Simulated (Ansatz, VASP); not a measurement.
## One calculation of TaN, two programs

```
CELL_PARAMETERS angstrom
0.00000 2.03097 2.03097
2.03097 0.00000 2.03097
2.03097 2.03097 0.00000
ATOMIC_POSITIONS crystal
Ta 0.00000 0.00000 0.00000
N 0.50000 0.50000 0.50000
```

Change from the starting cell: volume scaled by 0.8, LAPW.

Alike in both runs: task single point; functional PBEsol; k mesh 15 × 15 × 15; occupations fermi-dirac, width 0.08 eV; no spin polarisation.

|  | VASP | Ansatz |
| --- | --- | --- |
| version | VASP 6.6.1 | Ansatz 0.2.0 |
| potentials or method | VASP PAW PBE potentials, release 64 (Ta_pv, N), cutoff 520 eV | all-electron LAPW, scalar-relativistic |

```csv
,VASP,Ansatz,Ansatz less VASP
pressure (GPa),133.0,128.0,-5.03
```

VASP's potentials were made for PBE, not for PBEsol. Both programs put the cell under a high pressure, so it lies far from rest at this level. Ansatz ran all-electron here, and VASP with PAW potentials.

Spin-orbit coupling is off throughout. Noted on VASP's run: the cell as given lies far from equilibrium.
